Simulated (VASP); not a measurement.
Wanted: the native input for a VASP 6.6.1 run.

```yaml
Task: single point
Functional: r2SCAN
Potentials_or_basis: VASP PAW PBE potentials, release 64 (Ge_d)
Cutoff: 520 eV
k_mesh: 8 × 8 × 8
Occupations: fermi-dirac, width 0.02 eV
Spin: no spin polarisation
Dipole_correction: no
Further_INCAR_settings: ALGO = Normal; EDIFF = 1e-07; NBANDS = 21
```

Ge:

```xyz
2
Lattice="0.0000 2.8369 2.8369 2.8369 0.0000 2.8369 2.8369 2.8369 0.0000" Properties=species:S:1:pos:R:3 pbc="T T T"
Ge    0.0000    0.0000    0.0000
Ge    1.4184    1.4184    1.4184
```

These files were run (other wordings do the same):

POSCAR

```
Ge
1.0
    0.0000000000      2.8368735119      2.8368735119
    2.8368735119      0.0000000000      2.8368735119
    2.8368735119      2.8368735119      0.0000000000
Ge
2
Direct
    0.0000000000      0.0000000000      0.0000000000
    0.2500000000      0.2500000000      0.2500000000
```

INCAR.step1

```
SYSTEM = Ge
PREC = Accurate
ENCUT = 520
ISMEAR = -1
SIGMA = 0.02
LREAL = .False.
LASPH = .True.
NELM = 100
NBANDS = 21
GGA = PE
ALGO = Normal
EDIFF = 1E-4
LWAVE = .True.
LCHARG = .False.
```

INCAR.step2

```
SYSTEM = Ge
PREC = Accurate
ENCUT = 520
EDIFF = 1E-7
ISMEAR = -1
SIGMA = 0.02
LREAL = .False.
LASPH = .True.
NELM = 100
ALGO = Normal
ISIF = 2
LWAVE = .False.
LCHARG = .False.
METAGGA = R2SCAN
LMIXTAU = .True.
NBANDS = 21
ISTART = 1
```

KPOINTS

```
regular mesh
0
Gamma
  8 8 8
  0 0 0
```

Potentials or basis: VASP PAW PBE potentials, release 64 (Ge_d).

Launch:

```bash
$ cat potpaw_PBE.64/Ge_d/POTCAR > POTCAR
$ cp INCAR.step1 INCAR
$ mpirun -np 1 vasp_std > vasp.out
$ cp INCAR.step2 INCAR
$ mpirun -np 1 vasp_std > vasp.out
```

It gave:

The pressure is 0.0 GPa. The band gap on the k mesh is 0.32 eV, direct.

Caveat: the PAW data sets were made with another functional, which shifts forces and pressure a little.

Run time: 57 s on 1 thread of Intel(R) Xeon(R) 6975P-C (Granite Rapids), with other jobs on the host, peak memory 0.17 GiB.
